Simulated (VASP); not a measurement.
# Al (P6_3/mmc) in VASP: a series of runs

Al is run at these levels: r2SCAN; tasks: single point.

All numbers are computed with VASP 6.6.1; they aren't measurements. Logs are shortened: lines on timing, memory, paths and dates and some standing lists are left out, and cuts for length are marked.

### 1 The cell of the first run

The structure is hexagonal, space group P6_3/mmc (No. 194). The conventional cell has a = 2.602 Å, b = 2.602 Å, c = 4.867 Å, α = 90.00°, β = 90.00°, γ = 120.00°. Al (site symmetry -6m2) has 12 Al at 2.60 to 2.86 Å within 3.4 Å.

### 2 Single point, r2SCAN (strain -0.0750 x Voigt [1, 1, 0, 0, 0, 0])

Contents of POSCAR:

```
Al
1.0
    2.6015212001      0.0000000000      0.0000000000
   -1.3007606000      2.2529834478      0.0000000000
    0.0000000000      0.0000000000      4.8668500000
Al
2
Direct
    0.6666666667      0.3333333333      0.7500000000
    0.3333333333      0.6666666667      0.2500000000
```

Contents of INCAR.step1:

```
PREC = Accurate
ENCUT = 520
ISMEAR = 0
SIGMA = 0.15
LREAL = F
LASPH = T
NELM = 100
NBANDS = 10
GGA = PE
ALGO = Normal
EDIFF = 1E-4
LWAVE = T
LCHARG = F
```

Contents of INCAR.step2:

```
PREC = Accurate
ENCUT = 520
EDIFF = 1E-6
ISMEAR = 0
SIGMA = 0.15
LREAL = F
LASPH = T
NELM = 100
ALGO = Normal
ISIF = 2
LWAVE = F
LCHARG = T
METAGGA = R2SCAN
LMIXTAU = T
LELF = T
LVHAR = T
NBANDS = 10
ISTART = 1
```

Contents of KPOINTS:

```
Automatic mesh
0
Gamma
  18 18 10
```

Potentials or basis: VASP PAW PBE potentials, release 64 (Al).

Launch:

```
$ cat potpaw_PBE.64/Al/POTCAR > POTCAR
$ cp INCAR.step1 INCAR
$ mpirun -np 1 vasp_std > vasp.out
$ cp INCAR.step2 INCAR
$ mpirun -np 1 vasp_std > vasp.out
```

OUTCAR:

```text
PREC = Accurate
   ENCUT = 520
   EDIFF = 1E-6
   ISMEAR = 0
   LREAL = F
   LASPH = T
   NELM = 100
   ISIF = 2
   METAGGA = R2SCAN
   ISTART = 1

 ion  position               nearest neighbor table
   1  0.667  0.333  0.750-   2 2.86   2 2.86   2 2.86   2 2.86   2 2.86   2 2.86
   2  0.333  0.667  0.250-   1 2.86   1 2.86   1 2.86   1 2.86   1 2.86   1 2.86

  LATTYP: Found a hexagonal cell.
 ALAT       =     2.6015212001
 C/A-ratio  =     1.8707708397

  Lattice vectors:

 A1 = (   2.6015212001,   0.0000000000,   0.0000000000)
 A2 = (  -1.3007606000,   2.2529834478,   0.0000000000)
 A3 = (   0.0000000000,   0.0000000000,   4.8668500000)

Analysis of symmetry for initial positions (statically):
=====================================================================
 Subroutine PRICEL returns:
 Original cell was already a primitive cell.

 Routine SETGRP: Setting up the symmetry group for a
 hexagonal supercell.

 Subroutine GETGRP returns: Found 24 space group operations
 (whereof 12 operations were pure point group operations)
 out of a pool of 24 trial point group operations.

The static configuration has the point symmetry D_3d.
 The point group associated with its full space group is D_6h.

Analysis of symmetry for dynamics (positions and initial velocities):
=====================================================================
 Subroutine PRICEL returns:
 Original cell was already a primitive cell.

 Routine SETGRP: Setting up the symmetry group for a
 hexagonal supercell.

 Subroutine GETGRP returns: Found 24 space group operations
 (whereof 12 operations were pure point group operations)
 out of a pool of 24 trial point group operations.

The dynamic configuration has the point symmetry D_3d.
 The point group associated with its full space group is D_6h.

 Subroutine INISYM returns: Found 24 space group operations
 (whereof 12 operations are pure point group operations),
 and found     1 'primitive' translations

----------------------------------------------------------------------------------------

                                     Primitive cell

  volume of cell :      28.5255

  direct lattice vectors                    reciprocal lattice vectors
     2.601521200  0.000000000  0.000000000     0.384390487  0.221927951  0.000000000
    -1.300760600  2.252983448  0.000000000     0.000000000  0.443855902  0.000000000
     0.000000000  0.000000000  4.866850000     0.000000000  0.000000000  0.205471712

  length of vectors
     2.601521200  2.601521200  4.866850000     0.443855902  0.443855902  0.205471712

  position of ions in fractional coordinates (direct lattice)
     0.666666667  0.333333333  0.750000000
     0.333333333  0.666666667  0.250000000

  ion indices of the primitive-cell ions
   primitive index   ion index
                 1           1
                 2           2

----------------------------------------------------------------------------------------

 KPOINTS: Automatic mesh

Automatic generation of k-mesh.
 Grid dimensions read from file:
 generate k-points for:   18   18   10

 Generating k-lattice:

  Cartesian coordinates                     Fractional coordinates (reciprocal lattice)
     0.021355027  0.012329331  0.000000000     0.055555556  0.000000000  0.000000000
     0.000000000  0.024658661  0.000000000     0.000000000  0.055555556  0.000000000
     0.000000000  0.000000000  0.020547171     0.000000000  0.000000000  0.100000000

  Length of vectors
     0.024658661  0.024658661  0.020547171

  Shift w.r.t. Gamma in fractional coordinates (k-lattice)
     0.000000000  0.000000000  0.000000000

 Subroutine IBZKPT returns following result:
 ===========================================

 Found    222 irreducible k-points:

 Following reciprocal coordinates:
            Coordinates               Weight
  0.000000  0.000000  0.000000      1.000000
  0.055556  0.000000  0.000000      6.000000
  0.111111  0.000000  0.000000      6.000000
  0.166667  0.000000  0.000000      6.000000
  0.222222  0.000000  0.000000      6.000000
  0.277778  0.000000  0.000000      6.000000
[... 16 lines left out ...]
  0.333333  0.111111  0.000000     12.000000
  0.388889  0.111111  0.000000     12.000000
 [... further k-points ...]
   k-points           NKPTS =    222   k-points in BZ     NKDIM =    222   number of bands    NBANDS=     10
   number of dos      NEDOS =    301   number of ions     NIONS =      2
   total plane-waves  NPLWV =  14400
   dimension x,y,z NGX =    20 NGY =   20 NGZ =   36
   dimension x,y,z NGXF=    40 NGYF=   40 NGZF=   72
   ions per type =               2
   NGX,Y,Z   is equivalent  to a cutoff of  12.78, 12.78, 12.30 a.u.
   NGXF,Y,Z  is equivalent  to a cutoff of  25.56, 25.56, 24.59 a.u.
 SYSTEM =  unknown system
   PREC   = accura    normal or accurate (medium, high low for compatibility)
   ISTART =      1    job   : 0-new  1-cont  2-samecut
   ICHARG =      0    charge: 1-file 2-atom 10-const
   ISPIN  =      1    spin polarized calculation?
   LNONCOLLINEAR =      F non collinear calculations
   LSORBIT =      F    spin-orbit coupling
   LASPH  =      T    aspherical Exc in radial PAW
   ENCUT  =  520.0 eV  38.22 Ry    6.18 a.u.   4.84  4.84  9.05*2*pi/ulx,y,z
   NELM   =    100;   NELMIN=  2; NELMDL=  0     # of ELM steps
   EDIFF  = 0.1E-05   stopping-criterion for ELM
   LREAL  =      F    real-space projection
   EDIFFG = 0.1E-04   stopping-criterion for IOM
   NSW    =      0    number of steps for IOM
   IBRION =     -1    ionic relax: 0-MD 1-quasi-New 2-CG
   NFREE  =      0    steps in history (QN), initial steepest desc. (CG)
   ISIF   =      2    stress and relaxation
   ISYM   =      2    0-nonsym 1-usesym 2-fastsym
   POTIM  = 0.5000    time-step for ionic-motion
   TEBEG  =    0.0;   TEEND  =   0.0 temperature during run
   PSTRESS=    0.0 pullay stress
   NELECT =       6.0000    total number of electrons
   NUPDOWN=      -1.0000    fix difference up-down
   EMIN   =  10.00;   EMAX   =-10.00  energy-range for DOS
   EFERMI =   0.00;   METHOD = LEGACY
   ISMEAR =     0;   SIGMA  =   0.15  broadening in eV -4-tet -1-fermi 0-gaus
   EFERMI_NEDOS =   21; number of points for ismear=-14 and -15
   IALGO  =     38    algorithm
   IMIX   =      4    mixing-type and parameters
     AMIX     =   0.40;   BMIX     =  1.00
     AMIX_MAG =   1.60;   BMIX_MAG =  1.00
  volume/ion in A,a.u.               =      14.26        96.25
  Fermi-wavevector in a.u.,A,eV,Ry     =   0.973601  1.839838 12.896935  0.947898
  Thomas-Fermi vector in A             =   2.103993
   LORBIT       =      0    0 simple, 1 ext, 2 COOP (PROOUT), +10 PAW based schemes
   METAGGA = R2SCAN    functional components
   LHFCALC =     F    Hartree Fock is set to
   AEXX    =    0.0000 exact exchange contribution
   IVDW    =     0    specifies the selected vdW correction
   LEPSILON=     F    determine dielectric tensor
   LRPA    =     F    only Hartree local field effects (RPA)
 non-spin polarized calculation
 Gauss-broadening in eV      SIGMA  =   0.15
  energy-cutoff  :      520.00
  volume of cell :       28.53
 maximum number of plane-waves:       786
 NGX is ok and might be reduce to    20
   NGX =  9   NGY =  9   NGZ = 19

 number of electron       6.0000000 magnetization

 Free energy of the ion-electron system (eV)
  ---------------------------------------------------
  ext. energy  EPLUGINS =         0.00000000
  ---------------------------------------------------
  free energy    TOTEN  =       -13.12688818 eV

  energy without entropy =      -13.11917918  energy(sigma->0) =      -13.12303368

 E-fermi :   9.5643     XC(G=0): -11.4562

 val. band max:        9.5552998344   @ k =   0.3333   0.0556   0.1000
 cond. band min:       9.6002215529   @ k =   0.3333   0.1111   0.5000
 fundamental gap:      0.0449217185
 Fermi energy:         9.5642605298

 k-point     1 :       0.0000    0.0000    0.0000
  band No.  band energies     occupation
      1      -3.3135      2.00000
      2       3.0855      2.00000
      3       3.2266      2.00000
      4      20.3584      0.00000
      5      21.8822      0.00000
      6      24.0379      0.00000
      7      24.0379      0.00000
      8      24.6896      0.00000
      9      24.6896      0.00000
     10      28.2670      0.00000

 k-point     2 :       0.0556    0.0000    0.0000
  band No.  band energies     occupation
      1      -3.2183      2.00000
      2       3.1771      2.00000
      3       3.3158      2.00000
      4      20.3046      0.00000
      5      21.9571      0.00000
      6      22.4019      0.00000
      7      23.1301      0.00000
      8      24.3098      0.00000
      9      25.5421      0.00000
     10      27.9842      0.00000

 k-point     3 :       0.1111    0.0000    0.0000
  band No.  band energies     occupation
      1      -2.9332      2.00000
      2       3.4502      2.00000
      3       3.5835      2.00000
      4      19.2726      0.00000
      5      21.0219      0.00000
      6      22.0536      0.00000
      7      22.1814      0.00000
      8      22.8349      0.00000
      9      25.9470      0.00000
     10      26.0713      0.00000

 k-point     4 :       0.1667    0.0000    0.0000
  band No.  band energies     occupation
      1      -2.4595      2.00000
      2       3.9006      2.00000
      3       4.0299      2.00000
      4      16.9227      0.00000
      5      20.8535      0.00000
      6      21.0937      0.00000
      7      21.1853      0.00000
      8      22.5492      0.00000
      9      23.3326      0.00000
     10      25.2791      0.00000
[... 222 lines left out ...]
 k-point    22 :       0.2778    0.1111    0.0000
  band No.  band energies     occupation
      1       0.3395      2.00000
      2       6.3879      2.00000
      3       6.7128      2.00000
      4      10.4038      0.00000
      5      14.3336      0.00000
      6      16.4125      0.00000
      7      17.2091      0.00000
      8      20.8318      0.00000
      9      21.3098      0.00000
     10      23.9606      0.00000

 k-point    23 :       0.3333    0.1111    0.0000
  band No.  band energies     occupation
      1       1.5277      2.00000
      2       6.9336      2.00000
      3       7.8765      2.00000
      4       8.9484      2.00000
      5      13.2060      0.00000
      6      14.3585      0.00000
      7      16.1484      0.00000
      8      20.5761      0.00000
      9      20.8467      0.00000
     10      23.8968      0.00000

 k-point    24 :       0.3889    0.1111    0.0000
  band No.  band energies     occupation
      1       2.8739      2.00000
      2       5.9429      2.00000
      3       9.2159      1.99898
      4       9.2947      1.98897
      5      11.9281      0.00000
      6      12.4816      0.00000
      7      15.5729      0.00000
      8      20.4057      0.00000
      9      20.5703      0.00000
     10      23.8053      0.00000

 [... further k-points ...]
[... 5 lines left out ...]
  --------------------------------------------------------------------------------------
  -------------------------------------------------------------------------------------
  Total        4.1423875      4.1423875      0.3082547      0.0000000     -0.0000000      0.0000000
  in kB      232.6633462    232.6633462     17.3135850      0.0000000     -0.0000000      0.0000000
  external PRESSURE =     160.8800925 kB  Pullay stress =       0.0000000 kB

 VOLUME and BASIS-vectors are now :
 -----------------------------------------------------------------------------
  energy-cutoff  :      520.00
  volume of cell :       28.53
      direct lattice vectors                 reciprocal lattice vectors
     2.601521200  0.000000000  0.000000000     0.384390487  0.221927951  0.000000000
    -1.300760600  2.252983448  0.000000000     0.000000000  0.443855902  0.000000000
     0.000000000  0.000000000  4.866850000     0.000000000  0.000000000  0.205471712

 POSITION                                       TOTAL-FORCE (eV/Angst)
 -----------------------------------------------------------------------------------
      1.30076      0.75099      3.65014         0.000000      0.000000      0.000000
     -0.00000      1.50199      1.21671        -0.000000     -0.000000      0.000000
 -----------------------------------------------------------------------------------
    total drift:                                0.000000     -0.000000      0.000000

  FREE ENERGIE OF THE ION-ELECTRON SYSTEM (eV)
  ---------------------------------------------------
  free  energy   TOTEN  =       -13.1268881752 eV

  energy  without entropy=      -13.1191791819  energy(sigma->0) =      -13.12303368
```

Wall time 90 s (1 thread of Intel Xeon Platinum 8488C (Sapphire Rapids), shared host); peak memory 0.18 GiB.

Results:

```yaml
Free_energy: -13.1269 eV
Pressure: 16.1 GPa
Band_gap_on_the_k_mesh: zero (band 3 reaches 12.86 eV, above the bottom of band 4 at 6.50 eV)
```

Stress tensor (GPa, compression positive):
```
23.27  0.00  0.00
 0.00 23.27  0.00
 0.00  0.00  1.73
```

Caveat: the cell differs from its parent crystal (strain -0.0750 x Voigt [1, 1, 0, 0, 0, 0]); the PAW data sets were made with another functional, which shifts forces and pressure a little.

### 3 Single point, r2SCAN (strain -0.0375 x Voigt [1, 1, 0, 0, 0, 0])

Contents of POSCAR:

```
Al
1.0
    2.7069882758      0.0000000000      0.0000000000
   -1.3534941379      2.3443206146      0.0000000000
    0.0000000000      0.0000000000      4.8668500000
Al
2
Direct
    0.6666666667      0.3333333333      0.7500000000
    0.3333333333      0.6666666667      0.2500000000
```

Contents of INCAR.step1:

```
PREC = Accurate
ENCUT = 520
ISMEAR = 0
SIGMA = 0.15
LREAL = False
LASPH = True
NELM = 80
NBANDS = 10
GGA = PE
ALGO = Normal
EDIFF = 1E-4
LWAVE = True
LCHARG = False
```

Contents of INCAR.step2:

```
PREC = Accurate
ENCUT = 520
EDIFF = 1E-7
ISMEAR = 0
SIGMA = 0.15
LREAL = False
LASPH = True
NELM = 80
ALGO = Normal
ISIF = 2
LWAVE = False
LCHARG = False
METAGGA = R2SCAN
LMIXTAU = True
NBANDS = 10
ISTART = 1
```

Contents of KPOINTS:

```
regular mesh
0
Gamma
  18 18 10
```

Potentials or basis: VASP PAW PBE potentials, release 64 (Al).

Launch:

```
$ cat potpaw_PBE.64/Al/POTCAR > POTCAR
$ cp INCAR.step1 INCAR
$ mpirun -np 1 vasp_std > vasp.out
$ cp INCAR.step2 INCAR
$ mpirun -np 1 vasp_std > vasp.out
```

It took 1.7 min on 1 thread of Intel Xeon Platinum 8488C (Sapphire Rapids), shared host; peak memory 0.18 GiB.

Results (log left out):

```
Free energy            : -13.3454 eV
Pressure               : 4.4 GPa
Band gap on the k mesh : zero (band 3 reaches 12.36 eV, above the bottom of band 4 at 5.56 eV)
```

Stress tensor (GPa, compression positive):
```
 7.69  0.00  0.00
 0.00  7.69  0.00
 0.00  0.00 -2.23
```

Levels at points of the mesh, in eV from the Fermi level:
| k point | band 1 | band 2 | band 3 | band 4 | band 5 | band 6 |
| --- | --- | --- | --- | --- | --- | --- |
| (0.00, 0.00, 0.00) | -12.30 | -5.84 | -5.78 | 11.35 | 12.89 | 13.37 |
| (0.50, 0.00, 0.00) | -5.48 | -5.28 | 0.55 | 0.65 | 1.27 | 1.53 |
| (0.00, 0.00, 0.50) | -10.65 | -10.65 | 1.96 | 1.96 | 14.18 | 14.18 |
| (0.50, 0.00, 0.50) | -4.30 | -4.30 | -3.14 | -3.14 | 7.74 | 7.74 |

Caveat: the cell differs from its parent crystal (strain -0.0375 x Voigt [1, 1, 0, 0, 0, 0]); the PAW data sets were made with another functional, which shifts forces and pressure a little.
